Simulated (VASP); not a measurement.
Set up this calculation in VASP 6.6.1, as the native input.

* Task: single point
* Functional: LDA
* Potentials or basis: VASP PAW LDA potentials, release 64 (Ag)
* Cutoff: 520 eV
* k mesh: 13 × 13 × 13
* Occupations: fermi-dirac, width 0.05 eV
* Spin: no spin polarisation
* Dipole correction: no
* Further INCAR settings: ALGO = Normal; EDIFF = 1e-06; NBANDS = 18

The structure of Ag lies in POSCAR:

```
Ag
1.0
    0.0000000000      2.5008945276      2.5008945276
    2.5008945276      0.0000000000      2.5008945276
    2.5008945276      2.5008945276      0.0000000000
Ag
2
Direct
   -0.1250000000     -0.1250000000     -0.1250000000
    0.1250000000      0.1250000000      0.1250000000
```

This cell differs from its parent crystal: volume scaled by 0.6.

One way to write it, as run:

INCAR

```
SYSTEM = Ag
PREC = Accurate ; ENCUT = 520
EDIFF = 1E-6 ; ISMEAR = -1
SIGMA = 0.05 ; LREAL = .FALSE.
LASPH = .TRUE. ; NELM = 60
ALGO = Normal ; ISIF = 2
LWAVE = .FALSE. ; LCHARG = .TRUE.
GGA = CA ; LELF = .TRUE.
LVHAR = .TRUE. ; NBANDS = 18
```

KPOINTS

```
Automatic mesh
0
G
  13 13 13
  0 0 0
```

Potentials or basis: VASP PAW LDA potentials, release 64 (Ag).

Command:

```sh
$ cat potpaw_LDA.64/Ag/POTCAR > POTCAR
$ mpirun -np 1 vasp_std > vasp.out
```

It gave:

```json
{
 "Pressure": "102.9 GPa",
 "Band gap on the k mesh": "zero (band 11 reaches 10.83 eV, above the bottom of band 12 at 9.75 eV)"
}
```

It took 28 s on 1 thread of AMD EPYC 7R13 Processor (Zen 3), on a shared host, peak memory 0.14 GiB.
